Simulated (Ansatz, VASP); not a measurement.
Two plane-wave programs on Co

```
CELL_PARAMETERS angstrom
2.48736 0.00000 0.00000
-1.24368 2.15412 0.00000
0.00000 0.00000 4.06329
ATOMIC_POSITIONS crystal
Co 0.66667 0.33333 0.25986
Co 0.33333 0.66667 0.74014
```

Alike in both runs: task single point; functional PBE; k mesh 15 × 15 × 8; occupations fermi-dirac, width 0.08 eV; collinear spin; Hubbard terms Co d U = 5.0 eV.

```csv
,VASP,Ansatz
version,VASP 6.6.1,Ansatz 0.2.0
potentials or method,"VASP PAW PBE potentials, release 64 (Co)","PAW with Ansatz's default frozen-core files, scalar-relativistic"
plane-wave cutoff (eV),520,420
valence electrons in the cell,18,34
```

```csv
,VASP,Ansatz,Ansatz less VASP
gap on the k mesh at the Fermi level (eV),none,none,-
pressure (GPa),27.6,45.0,+17.38
"traceless stress, the component that is largest in VASP (GPa)",22.47,14.27,-8.205
rms of the force components (eV/Å),0.680,0.727,+0.0476
net moment per atom (μB),0.00,0.00,0.000
size of the moment on the site where the two differ most (μB),1.99,1.80,-0.187
```

Site moments also hang on the region over which each program counts them. The programs project onto different local orbitals, so the same U acts differently, and such runs can settle in different states. Atom by atom the forces differ by 0.048 eV/Å (rms over components). A gap of «none» marks a metal or a gap that the smearing closes. VASP's potentials hold 18 valence electrons a cell and Ansatz's 34, so a difference there can come from the potentials and not from the codes. Ansatz's warnings: filled band counts differ across k points, negative dielectric reading.
